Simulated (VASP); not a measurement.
# Ti2Si3 (Pn-3m) in VASP: a series of runs, part 2 of 2

VASP 6.6.1.

### 3 Single point, PBE

This run uses another cell than the first one, of 20.18 Å³/atom, 1.274 times its volume.

Contents of INCAR:

```
PREC     = Accurate       # precision mode
ENCUT    = 520            # plane-wave cutoff, eV
EDIFF    = 1E-7           # SCF threshold, eV
ISMEAR   = 0              # smearing method
SIGMA    = 0.1            # smearing width, eV
LREAL    = F              # projectors in reciprocal space
LASPH    = T              # aspherical terms in the spheres
NELM     = 100            # most SCF steps
ALGO     = Normal         # electronic algorithm
ISIF     = 2              # what is computed and relaxed
LWAVE    = F              # write WAVECAR
LCHARG   = F              # write CHGCAR
GGA      = PE             # functional
NBANDS   = 47             # bands
```

Contents of KPOINTS:

```
Automatic mesh
0
Gamma
  4 4 4
```

Contents of POSCAR:

```
Ti2Si3
1.0
    5.8660014817      0.0000000000      0.0000000000
    0.0000000000      5.8660014817      0.0000000000
    0.0000000000      0.0000000000      5.8660014817
Ti Si
4 6
Direct
    0.2500000000      0.2500000000      0.2500000000
    0.2500000000      0.7500000000      0.7500000000
    0.7500000000      0.7500000000      0.2500000000
    0.7500000000      0.2500000000      0.7500000000
    0.0000000000      0.5000000000      0.5000000000
    0.0000000000      0.5000000000      0.0000000000
    0.5000000000      0.0000000000      0.5000000000
    0.0000000000      0.0000000000      0.5000000000
    0.5000000000      0.0000000000      0.0000000000
    0.5000000000      0.5000000000      0.0000000000
```

Potentials or basis: VASP PAW PBE potentials, release 64 (Ti_sv, Si).

The run is started by

```bash
> cat potpaw_PBE.64/Ti_sv/POTCAR potpaw_PBE.64/Si/POTCAR > POTCAR
> mpirun -np 1 vasp_std > vasp.out
```

OUTCAR:

```text
PREC = Accurate
   ENCUT = 520
   EDIFF = 1E-7
   ISMEAR = 0
   LREAL = F
   LASPH = T
   NELM = 100
   ISIF = 2
   GGA = PE

 ion  position               nearest neighbor table
   1  0.250  0.250  0.250-   5 2.54   6 2.54   7 2.54   8 2.54   9 2.54  10 2.54
   2  0.250  0.750  0.750-   5 2.54   6 2.54   7 2.54   8 2.54   9 2.54  10 2.54
   3  0.750  0.750  0.250-   5 2.54   6 2.54   7 2.54   8 2.54   9 2.54  10 2.54
   4  0.750  0.250  0.750-   5 2.54   6 2.54   7 2.54   8 2.54   9 2.54  10 2.54
   5  0.000  0.500  0.500-   1 2.54   2 2.54   3 2.54   4 2.54   6 2.93   8 2.93   6 2.93   8 2.93
[... 7 lines left out ...]
   9  0.500  0.000  0.000-   1 2.54   2 2.54   3 2.54   4 2.54   7 2.93  10 2.93   7 2.93  10 2.93

  10  0.500  0.500  0.000-   1 2.54   2 2.54   3 2.54   4 2.54   6 2.93   9 2.93   9 2.93   6 2.93

  LATTYP: Found a simple cubic cell.
 ALAT       =     5.8660014817

  Lattice vectors:

 A1 = (   5.8660014817,   0.0000000000,   0.0000000000)
 A2 = (   0.0000000000,   5.8660014817,   0.0000000000)
 A3 = (   0.0000000000,   0.0000000000,   5.8660014817)

Analysis of symmetry for initial positions (statically):
=====================================================================
 Subroutine PRICEL returns:
 Original cell was already a primitive cell.

 Routine SETGRP: Setting up the symmetry group for a
 simple cubic supercell.

 Subroutine GETGRP returns: Found 48 space group operations
 (whereof 24 operations were pure point group operations)
 out of a pool of 48 trial point group operations.

The static configuration has the point symmetry T_d .
 The point group associated with its full space group is O_h .

Analysis of symmetry for dynamics (positions and initial velocities):
=====================================================================
 Subroutine PRICEL returns:
[... 136 lines left out ...]
   GGA     = PE    functional components
   LHFCALC =     F    Hartree Fock is set to
   AEXX    =    0.0000 exact exchange contribution
   IVDW    =     0    specifies the selected vdW correction
   LEPSILON=     F    determine dielectric tensor
   LRPA    =     F    only Hartree local field effects (RPA)
 non-spin polarized calculation
 Gauss-broadening in eV      SIGMA  =   0.10
  energy-cutoff  :      520.00
  volume of cell :      201.85
 maximum number of plane-waves:      5520
 NGX is ok and might be reduce to    48
   NGX = 21   NGY = 21   NGZ = 21

 number of electron      72.0000004 magnetization

 Free energy of the ion-electron system (eV)
  ---------------------------------------------------
  ext. energy  EPLUGINS =         0.00000000
  ---------------------------------------------------
  free energy    TOTEN  =       -60.92799095 eV

  energy without entropy =      -60.87935271  energy(sigma->0) =      -60.90367183

 E-fermi :   5.9539     XC(G=0):  -9.9113

 val. band max:        5.9513749202   @ k =   0.2500   0.2500   0.0000
 cond. band min:       5.9577107773   @ k =   0.0000   0.0000   0.0000
 fundamental gap:      0.0063358571
 Fermi energy:         5.9539410624

 k-point     1 :       0.0000    0.0000    0.0000
  band No.  band energies     occupation
      1     -51.0915      2.00000
      2     -51.0900      2.00000
      3     -51.0900      2.00000
      4     -51.0900      2.00000
      5     -27.4267      2.00000
      6     -27.4159      2.00000
[... 489 lines left out ...]
     46       6.9491      0.00000
     47       7.4527      0.00000

------------------------ aborting loop because EDIFF is reached ----------------------------------------

  FORCE on cell =-STRESS in cart. coord.  units (eV):
  Direction    XX          YY          ZZ          XY          YZ          ZX
  --------------------------------------------------------------------------------------
  -------------------------------------------------------------------------------------
  Total       -0.0344633     -0.0344633     -0.0344633     -0.0000000      0.0000000     -0.0000000
  in kB       -0.2735526     -0.2735526     -0.2735526     -0.0000000      0.0000000     -0.0000000
  external PRESSURE =      -0.2735526 kB  Pullay stress =       0.0000000 kB

 VOLUME and BASIS-vectors are now :
 -----------------------------------------------------------------------------
  energy-cutoff  :      520.00
  volume of cell :      201.85
      direct lattice vectors                 reciprocal lattice vectors
     5.866001482  0.000000000  0.000000000     0.170473874  0.000000000  0.000000000
     0.000000000  5.866001482  0.000000000     0.000000000  0.170473874  0.000000000
     0.000000000  0.000000000  5.866001482     0.000000000  0.000000000  0.170473874

 POSITION                                       TOTAL-FORCE (eV/Angst)
 -----------------------------------------------------------------------------------
      1.46650      1.46650      1.46650         0.000000     -0.000000     -0.000000
      1.46650      4.39950      4.39950         0.000000     -0.000000      0.000000
      4.39950      4.39950      1.46650        -0.000000      0.000000      0.000000
      4.39950      1.46650      4.39950         0.000000     -0.000000     -0.000000
      0.00000      2.93300      2.93300        -0.000000      0.000000     -0.000000
      0.00000      2.93300      0.00000        -0.000000      0.000000     -0.000000
      2.93300      0.00000      2.93300        -0.000000      0.000000     -0.000000
      0.00000      0.00000      2.93300        -0.000000      0.000000     -0.000000
      2.93300      0.00000      0.00000        -0.000000      0.000000     -0.000000
      2.93300      2.93300      0.00000        -0.000000      0.000000     -0.000000
 -----------------------------------------------------------------------------------
    total drift:                                0.000000     -0.000000      0.000000

  FREE ENERGIE OF THE ION-ELECTRON SYSTEM (eV)
  ---------------------------------------------------
  free  energy   TOTEN  =       -60.9279909504 eV

  energy  without entropy=      -60.8793527128  energy(sigma->0) =      -60.90367183
```

OSZICAR:

```text
N       E                     dE             d eps       ncg     rms          rms(c)
DAV:   1     0.793421777546E+03    0.79342E+03   -0.33792E+04   948   0.157E+03
DAV:   2     0.378969582940E+02   -0.75552E+03   -0.73763E+03   940   0.476E+02
DAV:   3    -0.569115155045E+02   -0.94808E+02   -0.92365E+02  1496   0.147E+02
DAV:   4    -0.698049665389E+02   -0.12893E+02   -0.12763E+02  1440   0.436E+01
DAV:   5    -0.707275789969E+02   -0.92261E+00   -0.92167E+00  1464   0.109E+01    0.223E+01
DAV:   6    -0.631339521523E+02    0.75936E+01   -0.11665E+02  1258   0.518E+01    0.135E+01
DAV:   7    -0.610435533121E+02    0.20904E+01   -0.35137E+01  1197   0.287E+01    0.647E+00
DAV:   8    -0.609921008586E+02    0.51452E-01   -0.38969E+00  1234   0.989E+00    0.262E+00
DAV:   9    -0.609225039950E+02    0.69597E-01   -0.70202E-01  1275   0.434E+00    0.870E-01
DAV:  10    -0.609330881091E+02   -0.10584E-01   -0.10359E-01  1330   0.146E+00    0.523E-01
DAV:  11    -0.609295567840E+02    0.35313E-02   -0.82044E-02  1282   0.133E+00    0.311E-01
DAV:  12    -0.609279568474E+02    0.15999E-02   -0.11397E-02  1274   0.517E-01    0.334E-02
DAV:  13    -0.609279880046E+02   -0.31157E-04   -0.35097E-04  1528   0.753E-02    0.144E-02
DAV:  14    -0.609279998976E+02   -0.11893E-04   -0.12275E-04  1291   0.544E-02    0.213E-02
DAV:  15    -0.609279909832E+02    0.89144E-05   -0.33670E-05  1304   0.277E-02    0.551E-03
DAV:  16    -0.609279910086E+02   -0.25376E-07   -0.31976E-06  1305   0.686E-03    0.799E-04
DAV:  17    -0.609279909504E+02    0.58149E-07   -0.84762E-08   792   0.155E-03
   1 F= -.60927991E+02 E0= -.60903672E+02  d E =-.486382E-01
```

It took 85 s on 1 thread of Intel Xeon Platinum 8488C (Sapphire Rapids), shared host; peak memory 0.34 GiB.

Results:

| Property | Result |
| --- | --- |
| Free energy | -60.9280 eV |
| Pressure | 0.0 GPa |
| Band gap on the k mesh | zero (band 36 reaches 6.40 eV, above the bottom of band 37 at 5.63 eV) |

### 4 Single point, PBE, collinear spin, ferromagnetic start

This run uses another cell than the first one, of 20.18 Å³/atom, 1.274 times its volume.

Contents of INCAR:

```
PREC = Accurate
ENCUT = 520
EDIFF = 1E-6
ISMEAR = 0
SIGMA = 0.1
LREAL = F
LASPH = T
NELM = 150
ALGO = Normal
ISIF = 2
LWAVE = F
LCHARG = T
ISPIN = 2
MAGMOM = 1 1 1 1 0 0 0 0 0 0
LORBIT = 11
LMAXMIX = 4
GGA = PE
LELF = T
LVHAR = T
NBANDS = 51
```

KPOINTS is that of step 3.

POSCAR is that of step 3.

Potentials or basis: VASP PAW PBE potentials, release 64 (Ti_sv, Si).

The run is started by

```bash
> cat potpaw_PBE.64/Ti_sv/POTCAR potpaw_PBE.64/Si/POTCAR > POTCAR
> mpirun -np 1 vasp_std > vasp.out
```

OUTCAR:

```text
PREC = Accurate
   ENCUT = 520
   EDIFF = 1E-6
   ISMEAR = 0
   LREAL = F
   LASPH = T
   NELM = 150
   ISIF = 2
   ISPIN = 2
   LORBIT = 11
   GGA = PE

 ion  position               nearest neighbor table
   1  0.250  0.250  0.250-   5 2.54   6 2.54   7 2.54   8 2.54   9 2.54  10 2.54
   2  0.250  0.750  0.750-   5 2.54   6 2.54   7 2.54   8 2.54   9 2.54  10 2.54
   3  0.750  0.750  0.250-   5 2.54   6 2.54   7 2.54   8 2.54   9 2.54  10 2.54
   4  0.750  0.250  0.750-   5 2.54   6 2.54   7 2.54   8 2.54   9 2.54  10 2.54
   5  0.000  0.500  0.500-   1 2.54   2 2.54   3 2.54   4 2.54   6 2.93   8 2.93   6 2.93   8 2.93
[... 7 lines left out ...]
   9  0.500  0.000  0.000-   1 2.54   2 2.54   3 2.54   4 2.54   7 2.93  10 2.93   7 2.93  10 2.93

  10  0.500  0.500  0.000-   1 2.54   2 2.54   3 2.54   4 2.54   6 2.93   9 2.93   9 2.93   6 2.93

  LATTYP: Found a simple cubic cell.
 ALAT       =     5.8660014817

  Lattice vectors:

 A1 = (   5.8660014817,   0.0000000000,   0.0000000000)
 A2 = (   0.0000000000,   5.8660014817,   0.0000000000)
 A3 = (   0.0000000000,   0.0000000000,   5.8660014817)

Analysis of symmetry for initial positions (statically):
=====================================================================
 Subroutine PRICEL returns:
 Original cell was already a primitive cell.

 Routine SETGRP: Setting up the symmetry group for a
 simple cubic supercell.

 Subroutine GETGRP returns: Found 48 space group operations
 (whereof 24 operations were pure point group operations)
 out of a pool of 48 trial point group operations.

The static configuration has the point symmetry T_d .
 The point group associated with its full space group is O_h .

Analysis of symmetry for dynamics (positions and initial velocities):
=====================================================================
 Subroutine PRICEL returns:
 Original cell was already a primitive cell.

 Routine SETGRP: Setting up the symmetry group for a
 simple cubic supercell.

 Subroutine GETGRP returns: Found 48 space group operations
[... 1200 lines left out ...]
     47       7.4527      0.00000
     48       7.4527      0.00000
 [bands above 48 left out]

------------------------ aborting loop because EDIFF is reached ----------------------------------------

  FORCE on cell =-STRESS in cart. coord.  units (eV):
  Direction    XX          YY          ZZ          XY          YZ          ZX
  --------------------------------------------------------------------------------------
  -------------------------------------------------------------------------------------
  Total       -0.0318536     -0.0318536     -0.0318536      0.0000000      0.0000000     -0.0000000
  in kB       -0.2528379     -0.2528379     -0.2528379      0.0000000      0.0000000     -0.0000000
  external PRESSURE =      -0.2528379 kB  Pullay stress =       0.0000000 kB

 VOLUME and BASIS-vectors are now :
 -----------------------------------------------------------------------------
  energy-cutoff  :      520.00
  volume of cell :      201.85
      direct lattice vectors                 reciprocal lattice vectors
     5.866001482  0.000000000  0.000000000     0.170473874  0.000000000  0.000000000
     0.000000000  5.866001482  0.000000000     0.000000000  0.170473874  0.000000000
     0.000000000  0.000000000  5.866001482     0.000000000  0.000000000  0.170473874

 POSITION                                       TOTAL-FORCE (eV/Angst)
 -----------------------------------------------------------------------------------
      1.46650      1.46650      1.46650        -0.000000     -0.000000      0.000000
      1.46650      4.39950      4.39950         0.000000      0.000000      0.000000
      4.39950      4.39950      1.46650        -0.000000      0.000000     -0.000000
      4.39950      1.46650      4.39950        -0.000000     -0.000000     -0.000000
      0.00000      2.93300      2.93300         0.000000      0.000000     -0.000000
      0.00000      2.93300      0.00000         0.000000      0.000000     -0.000000
      2.93300      0.00000      2.93300         0.000000      0.000000     -0.000000
      0.00000      0.00000      2.93300         0.000000      0.000000     -0.000000
      2.93300      0.00000      0.00000         0.000000      0.000000     -0.000000
      2.93300      2.93300      0.00000         0.000000      0.000000     -0.000000
 -----------------------------------------------------------------------------------
    total drift:                                0.000000     -0.000000      0.000000

  FREE ENERGIE OF THE ION-ELECTRON SYSTEM (eV)
  ---------------------------------------------------
  free  energy   TOTEN  =       -60.9279908170 eV

  energy  without entropy=      -60.8793482763  energy(sigma->0) =      -60.90366955

 total charge

# of ion       s       p       d       tot
------------------------------------------
    1        2.203   6.118   1.964  10.286
    2        2.203   6.118   1.964  10.286
    3        2.203   6.118   1.964  10.286
    4        2.203   6.118   1.964  10.286
    5        0.805   0.860   0.000   1.665
    6        0.805   0.860   0.000   1.665
    7        0.805   0.860   0.000   1.665
    8        0.805   0.860   0.000   1.665
    9        0.805   0.860   0.000   1.665
   10        0.805   0.860   0.000   1.665
--------------------------------------------------
tot         13.645  29.635   7.855  51.135

 magnetization (x)

# of ion       s       p       d       tot
------------------------------------------
    1        0.000   0.000  -0.000  -0.000
    2        0.000   0.000  -0.000  -0.000
    3        0.000   0.000  -0.000  -0.000
    4        0.000   0.000  -0.000  -0.000
    5        0.000   0.000   0.000   0.000
    6        0.000   0.000   0.000   0.000
    7        0.000   0.000   0.000   0.000
    8        0.000   0.000   0.000   0.000
    9        0.000   0.000   0.000   0.000
   10        0.000   0.000   0.000   0.000
--------------------------------------------------
tot          0.000   0.000  -0.000   0.000
```

OSZICAR:

```text
N       E                     dE             d eps       ncg     rms          rms(c)
DAV:   1     0.792705690720E+03    0.79271E+03   -0.33243E+04  2088   0.145E+03
DAV:   2     0.368606219944E+02   -0.75585E+03   -0.73198E+03  2048   0.445E+02
DAV:   3    -0.562142486799E+02   -0.93075E+02   -0.89361E+02  3132   0.138E+02
DAV:   4    -0.691591625760E+02   -0.12945E+02   -0.12770E+02  3080   0.410E+01
DAV:   5    -0.700711528471E+02   -0.91199E+00   -0.91116E+00  3040   0.101E+01    0.248E+01
DAV:   6    -0.629516070190E+02    0.71195E+01   -0.98595E+01  2701   0.475E+01    0.141E+01
DAV:   7    -0.611319464121E+02    0.18197E+01   -0.31811E+01  2576   0.276E+01    0.717E+00
DAV:   8    -0.608861766048E+02    0.24577E+00   -0.24446E+00  2615   0.823E+00    0.268E+00
DAV:   9    -0.609604700591E+02   -0.74293E-01   -0.34253E-01  2908   0.234E+00    0.206E+00
DAV:  10    -0.609267103540E+02    0.33760E-01   -0.14938E-01  2768   0.187E+00    0.671E-01
DAV:  11    -0.609298878127E+02   -0.31775E-02   -0.33659E-02  2879   0.827E-01    0.342E-01
DAV:  12    -0.609280320732E+02    0.18557E-02   -0.17462E-02  2695   0.653E-01    0.128E-01
DAV:  13    -0.609279745031E+02    0.57570E-04   -0.12711E-03  2738   0.188E-01    0.187E-02
DAV:  14    -0.609279875935E+02   -0.13090E-04   -0.54415E-05  2824   0.345E-02    0.992E-03
DAV:  15    -0.609279898811E+02   -0.22876E-05   -0.43560E-06  2238   0.100E-02    0.426E-03
DAV:  16    -0.609279908170E+02   -0.93591E-06   -0.13996E-06  1624   0.558E-03
   1 F= -.60927991E+02 E0= -.60903670E+02  d E =-.486425E-01  mag=     0.0001
```

Run time: 6.6 min. Hardware: 1 thread of Oxide Virtual Turin-like, shared host; peak memory 0.44 GiB.

Results:

```yaml
Free_energy: -60.9280 eV
Pressure: 0.0 GPa
Band_gap_on_the_k_mesh: zero (filled and empty bands overlap)
Net_moment: 0.00 μB per cell
Valence_electrons_inside_the_program's_atomic_spheres: Ti 10.29; Si 1.67
```

### 5 The runs side by side

| spin | cell | gap on the mesh (eV) | pressure (GPa) |
| --- | --- | --- | --- |
| off | a = 5.412 Å, 10 atoms | none | 29.1 |
| off | a = 5.866 Å, 10 atoms | none | 0.0 |
| collinear, ferromagnetic start | a = 5.866 Å, 10 atoms | none | 0.0 |

Alike in all rows: task single point; level PBE; potentials or basis VASP PAW PBE potentials, release 64 (Ti_sv, Si); k mesh 4 × 4 × 4; cutoff (eV) 520; smearing gaussian 0.1 eV.

Absolute energies hang on the potentials; compare differences alone.
